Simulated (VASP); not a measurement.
Set up this calculation in VASP 6.6.1, as the native input.

```
Task                   : single point
Functional             : PBE
Potentials or basis    : VASP PAW PBE potentials, release 64 (Na_pv)
Cutoff                 : 520 eV
k mesh                 : 14 × 14 × 14
Occupations            : gaussian, width 0.1 eV
Spin                   : no spin polarisation
Dipole correction      : no
Further INCAR settings : ALGO = Normal; EDIFF = 1e-06; NBANDS = 10
```

The structure of Na lies in POSCAR:

```
Na
1.0
   -2.0976602188      2.0976602188      2.0976602188
    2.0976602188     -2.0976602188      2.0976602188
    2.0976602188      2.0976602188     -2.0976602188
Na
1
Direct
    0.0000000000      0.0000000000      0.0000000000
```

One way to write it, as run:

INCAR

```
SYSTEM = Na
PREC = Accurate
ENCUT = 520
EDIFF = 1E-6
ISMEAR = 0
SIGMA = 0.1
LREAL = .FALSE.
LASPH = .TRUE.
NELM = 60
ALGO = Normal
ISIF = 2
LWAVE = .FALSE.
LCHARG = .FALSE.
GGA = PE
NBANDS = 10
```

KPOINTS

```
Automatic mesh
0
G
  14 14 14
  0 0 0
```

Potentials or basis: VASP PAW PBE potentials, release 64 (Na_pv).

Command:

```bash
$ cat potpaw_PBE.64/Na_pv/POTCAR > POTCAR
$ mpirun -np 1 vasp_std > vasp.out
```

It gave:

```yaml
Pressure: 0.0 GPa
```

Run time: 26 s on 1 thread of AMD EPYC 7R43 64-Core Processor (Zen 3) (shared host), peak memory 0.13 GiB.
